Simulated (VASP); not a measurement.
The system is Rh.

```xyz
2
Lattice="-2.3607 2.3607 1.2984 2.3607 -2.3607 1.2984 2.3607 2.3607 -1.2984" Properties=species:S:1:pos:R:3 pbc="T T T"
Rh    0.0000   -1.1803   -0.3246
Rh    0.0000    1.1803    0.3246
```

| Item | Value |
| --- | --- |
| Program | VASP 6.6.1 |
| Task | relaxation of cell and atoms |
| Functional | PBE |
| Potentials or basis | VASP PAW PBE potentials, release 64 (Rh_pv) |
| Cutoff | 600 eV |
| k mesh | 18 × 18 × 18 |
| Occupations | fermi-dirac, width 0.08 eV |
| Spin | no spin polarisation |

At the start: pressure 18.4 GPa; volume 14.47 Å³/atom.

How do energy, volume and symmetry change on relaxing?

Over 12 steps the energy falls by 68.6 meV/atom and the volume is 15.61 Å³/atom (+7.9 %); space group I4_1/amd (No. 141, to 0.1 Å) before and after.

Step by step:
```csv
step,energy change (eV),largest force (eV/Å),pressure (GPa),volume (Å³)
1,0.0000,0.0000,18.36,28.94
2,0.2627,0.0000,-20.95,36.44
3,-0.1298,0.0000,-1.42,31.40
4,-0.1302,0.0000,-0.72,31.29
5,-0.1301,0.0000,-0.37,31.24
6,-0.1370,0.0000,0.55,31.15
7,-0.1371,0.0000,0.42,31.16
8,-0.1371,0.0000,0.45,31.16
9,-0.1371,0.0000,-0.58,31.32
10,-0.1372,0.0000,0.01,31.23
11,-0.1372,0.0000,0.03,31.22
12,-0.1372,0.0000,0.01,31.23
```

Final structure:
```yaml
crystal:
  lattice:
    - [-2.39458, 2.39458, 1.36150]
    - [2.39458, -2.39458, 1.36150]
    - [2.39458, 2.39458, -1.36150]
  atoms:
    - { symbol: Rh, position: [0.62500, 0.87500, 0.75000] }
    - { symbol: Rh, position: [0.37500, 0.12500, 0.25000] }
```
